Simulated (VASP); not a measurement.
# SrCl2 (R-3m) in VASP: a series of runs, part 2 of 2

VASP 6.6.1. The steps go on from the part before.

## Step 3: Single point, r2SCAN

Input file POSCAR:

```
SrCl2
1.0
    2.4567214785      1.4183888069      4.0153159510
   -2.4567214785      1.4183888069      4.0153159510
    0.0000000000     -2.8367776139      4.0153159510
Sr Cl
1 2
Direct
    0.0000000000      0.0000000000      0.0000000000
    0.2499511382      0.2499511382      0.2499511382
    0.7500488618      0.7500488618      0.7500488618
```

Input file INCAR.step1:

```
PREC = Accurate ; ENCUT = 520
ISMEAR = 0 ; SIGMA = 0.01
LREAL = F ; LASPH = T
NELM = 60 ; NBANDS = 19
GGA = PE ; ALGO = Normal
EDIFF = 1E-4 ; LWAVE = T
LCHARG = F
```

Input file INCAR.step2:

```
PREC = Accurate ; ENCUT = 520
EDIFF = 1E-6 ; ISMEAR = 0
SIGMA = 0.01 ; LREAL = F
LASPH = T ; NELM = 60
ALGO = Normal ; ISIF = 2
LWAVE = F ; LCHARG = T
METAGGA = R2SCAN ; LMIXTAU = T
LELF = T ; LVHAR = T
NBANDS = 19 ; ISTART = 1
```

Input file KPOINTS:

```
regular mesh
0
Gamma
  6 6 6
```

Potentials or basis: VASP PAW PBE potentials, release 64 (Sr_sv, Cl).

Command:

```console
$ cat potpaw_PBE.64/Sr_sv/POTCAR potpaw_PBE.64/Cl/POTCAR > POTCAR
$ cp INCAR.step1 INCAR
$ mpirun -np 1 vasp_std > vasp.out
$ cp INCAR.step2 INCAR
$ mpirun -np 1 vasp_std > vasp.out
```

OUTCAR:

```text
PREC = Accurate
   ENCUT = 520
   EDIFF = 1E-6
   ISMEAR = 0
   LREAL = F
   LASPH = T
   NELM = 60
   ISIF = 2
   METAGGA = R2SCAN
   ISTART = 1

 ion  position               nearest neighbor table
   1  0.000  0.000  0.000-   3 3.01   3 3.01   2 3.01   2 3.01   3 3.01   2 3.01   3 3.01   2 3.01

   2  0.250  0.250  0.250-   1 3.01   1 3.01   1 3.01   1 3.01
   3  0.750  0.750  0.750-   1 3.01   1 3.01   1 3.01   1 3.01

  LATTYP: Found a trigonal (rhomboedric) cell.
 ALAT       =     4.9163064812
 COS(alpha) =     0.5005822847

  Lattice vectors:

 A1 = (   2.4567214785,   1.4183888069,   4.0153159510)
 A2 = (  -2.4567214785,   1.4183888069,   4.0153159510)
 A3 = (   0.0000000000,  -2.8367776139,   4.0153159510)

Analysis of symmetry for initial positions (statically):
=====================================================================
 Subroutine PRICEL returns:
 Original cell was already a primitive cell.

 Routine SETGRP: Setting up the symmetry group for a
 trigonal (rhombohedral) supercell.

 Subroutine GETGRP returns: Found 12 space group operations
 (whereof 12 operations were pure point group operations)
 out of a pool of 12 trial point group operations.

The static configuration has the point symmetry D_3d.

Analysis of symmetry for dynamics (positions and initial velocities):
=====================================================================
 Subroutine PRICEL returns:
 Original cell was already a primitive cell.

 Routine SETGRP: Setting up the symmetry group for a
 trigonal (rhombohedral) supercell.

 Subroutine GETGRP returns: Found 12 space group operations
 (whereof 12 operations were pure point group operations)
 out of a pool of 12 trial point group operations.

The dynamic configuration has the point symmetry D_3d.

 Subroutine INISYM returns: Found 12 space group operations
[... 115 lines left out ...]
   EFERMI_NEDOS =   21; number of points for ismear=-14 and -15
   IALGO  =     38    algorithm
   IMIX   =      4    mixing-type and parameters
     AMIX     =   0.40;   BMIX     =  1.00
     AMIX_MAG =   1.60;   BMIX_MAG =  1.00
  volume/ion in A,a.u.               =      27.98       188.84
  Fermi-wavevector in a.u.,A,eV,Ry     =   1.078461  2.037996 15.824644  1.163079
  Thomas-Fermi vector in A             =   2.214400
   LORBIT       =      0    0 simple, 1 ext, 2 COOP (PROOUT), +10 PAW based schemes
   METAGGA = R2SCAN    functional components
   LHFCALC =     F    Hartree Fock is set to
   AEXX    =    0.0000 exact exchange contribution
   IVDW    =     0    specifies the selected vdW correction
   LEPSILON=     F    determine dielectric tensor
   LRPA    =     F    only Hartree local field effects (RPA)
 non-spin polarized calculation
 Gauss-broadening in eV      SIGMA  =   0.01
  energy-cutoff  :      520.00
  volume of cell :       83.95
 maximum number of plane-waves:      2285
 NGX is ok and might be reduce to    40
   NGX = 19   NGY = 19   NGZ = 19

 number of electron      24.0000003 magnetization

 Free energy of the ion-electron system (eV)
  ---------------------------------------------------
  ext. energy  EPLUGINS =         0.00000000
  ---------------------------------------------------
  free energy    TOTEN  =       -35.69219602 eV

  energy without entropy =      -35.69219602  energy(sigma->0) =      -35.69219602

 E-fermi :  -0.0620     XC(G=0):  -8.8198

 val. band max:       -0.1463598881   @ k =   0.5000   0.5000   0.0000
 cond. band min:       5.8374835322   @ k =   0.5000   0.5000   0.0000
 fundamental gap:      5.9838434203
 Fermi energy:        -0.0619993607

 k-point     1 :       0.0000    0.0000    0.0000
  band No.  band energies     occupation
      1     -34.0595      2.00000
      2     -15.4345      2.00000
      3     -15.4344      2.00000
      4     -15.4344      2.00000
      5     -14.0700      2.00000
      6     -13.1716      2.00000
[... 505 lines left out ...]
      6     -13.2845      2.00000
[... 11 lines left out ...]
     18      10.3520      0.00000
     19      10.6886      0.00000

 [... further k-points ...]

------------------------ aborting loop because EDIFF is reached ----------------------------------------

  FORCE on cell =-STRESS in cart. coord.  units (eV):
  Direction    XX          YY          ZZ          XY          YZ          ZX
  --------------------------------------------------------------------------------------
  -------------------------------------------------------------------------------------
  Total        0.4177655      0.4177655      0.4077807      0.0000000     -0.0000000     -0.0000000
  in kB        7.9729849      7.9729849      7.7824277      0.0000000     -0.0000000     -0.0000000
  external PRESSURE =       7.9094658 kB  Pullay stress =       0.0000000 kB

 VOLUME and BASIS-vectors are now :
 -----------------------------------------------------------------------------
  energy-cutoff  :      520.00
  volume of cell :       83.95
      direct lattice vectors                 reciprocal lattice vectors
     2.456721478  1.418388807  4.015315951     0.203523275  0.117504217  0.083015468
    -2.456721478  1.418388807  4.015315951    -0.203523275  0.117504217  0.083015468
     0.000000000 -2.836777614  4.015315951     0.000000000 -0.235008435  0.083015468

 POSITION                                       TOTAL-FORCE (eV/Angst)
 -----------------------------------------------------------------------------------
      0.00000      0.00000      0.00000         0.000000      0.000000     -0.000000
      0.00000     -0.00000      3.01090        -0.000000      0.000000     -0.000169
      0.00000     -0.00000      9.03505        -0.000000     -0.000000      0.000169
 -----------------------------------------------------------------------------------
    total drift:                                0.000000     -0.000000      0.000000

  FREE ENERGIE OF THE ION-ELECTRON SYSTEM (eV)
  ---------------------------------------------------
  free  energy   TOTEN  =       -35.6921960232 eV

  energy  without entropy=      -35.6921960232  energy(sigma->0) =      -35.69219602
```

OSZICAR.step1:

```text
N       E                     dE             d eps       ncg     rms          rms(c)
DAV:   1     0.138172167677E+03    0.13817E+03   -0.11350E+04  1216   0.113E+03
DAV:   2    -0.413652301839E+01   -0.14231E+03   -0.13826E+03  1611   0.220E+02
DAV:   3    -0.128269986991E+02   -0.86905E+01   -0.86642E+01  1644   0.541E+01
DAV:   4    -0.130446223966E+02   -0.21762E+00   -0.21732E+00  1986   0.757E+00
DAV:   5    -0.130470898493E+02   -0.24675E-02   -0.24672E-02  1664   0.748E-01    0.133E+01
DAV:   6    -0.127566448847E+02    0.29044E+00   -0.58241E-01  1386   0.428E+00    0.851E+00
DAV:   7    -0.127666891395E+02   -0.10044E-01   -0.36670E-01  1633   0.364E+00    0.209E+00
DAV:   8    -0.127718987428E+02   -0.52096E-02   -0.54797E-02  1382   0.129E+00    0.409E-01
DAV:   9    -0.127729229301E+02   -0.10242E-02   -0.19611E-03  1517   0.267E-01    0.148E-01
DAV:  10    -0.127742553377E+02   -0.13324E-02   -0.92794E-04  1287   0.178E-01    0.369E-02
DAV:  11    -0.127743613498E+02   -0.10601E-03   -0.70664E-05  1391   0.479E-02    0.406E-02
DAV:  12    -0.127743834996E+02   -0.22150E-04   -0.25320E-05  1017   0.269E-02
   1 F= -.12774383E+02 E0= -.12774383E+02  d E =-.915452E-41
```

Wall time 3.9 min (1 thread of Intel Xeon Platinum 8259CL at 2.50GHz (Skylake/Cascade Lake), shared host); peak memory 0.27 GiB.

Results:

```yaml
Free_energy: -35.6922 eV
Pressure: 0.8 GPa
Band_gap_on_the_k_mesh: 5.98 eV, direct
```

Caveat: the PAW data sets were made with another functional, which shifts forces and pressure a little.
